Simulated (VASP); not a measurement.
Wanted: the native input for a VASP 6.6.1 run.

```yaml
Task: single point
Functional: LDA
Potentials_or_basis: VASP PAW LDA potentials, release 64 (Si, O)
Cutoff: 520 eV
k_mesh: 8 × 8 × 8
Occupations: gaussian, width 0.05 eV
Spin: no spin polarisation
Dipole_correction: no
Further_INCAR_settings: ALGO = Normal; EDIFF = 1e-06; NBANDS = 25
```

The structure of SiO2 lies in POSCAR:

```
SiO2
1.0
   -2.4624993918      2.4624993918      3.6436694681
    2.4624993918     -2.4624993918      3.6436694681
    2.4624993918      2.4624993918     -3.6436694681
Si O
2 4
Direct
    0.0000000000      0.0000000000      0.0000000000
    0.7500000000      0.2500000000      0.5000000000
    0.9742770127      0.6250000000      0.8492770127
    0.3750000000      0.2242770127      0.3492770127
    0.7757229873      0.1250000000      0.1507229873
    0.8750000000      0.0257229873      0.6507229873
```

The input as run:

INCAR

```
SYSTEM = SiO2
PREC = Accurate
ENCUT = 520
EDIFF = 1E-6
ISMEAR = 0
SIGMA = 0.05
LREAL = .FALSE.
LASPH = .TRUE.
NELM = 80
ALGO = Normal
ISIF = 2
LWAVE = .FALSE.
LCHARG = .FALSE.
GGA = CA
NBANDS = 25
```

KPOINTS

```
Automatic mesh
0
G
  8 8 8
  0 0 0
```

Potentials or basis: VASP PAW LDA potentials, release 64 (Si, O).

Launch:

```bash
$ cat potpaw_LDA.64/Si/POTCAR potpaw_LDA.64/O/POTCAR > POTCAR
$ mpirun -np 1 vasp_std > vasp.out
```

It gave:

```yaml
Pressure: 0.6 GPa
Largest_force: 0.028 eV/Å
Band_gap_on_the_k_mesh: 5.76 eV, direct
```

Wall time 56 s on 1 thread of Intel(R) Xeon(R) 6975P-C (Granite Rapids), with other jobs on the host, peak memory 0.25 GiB.
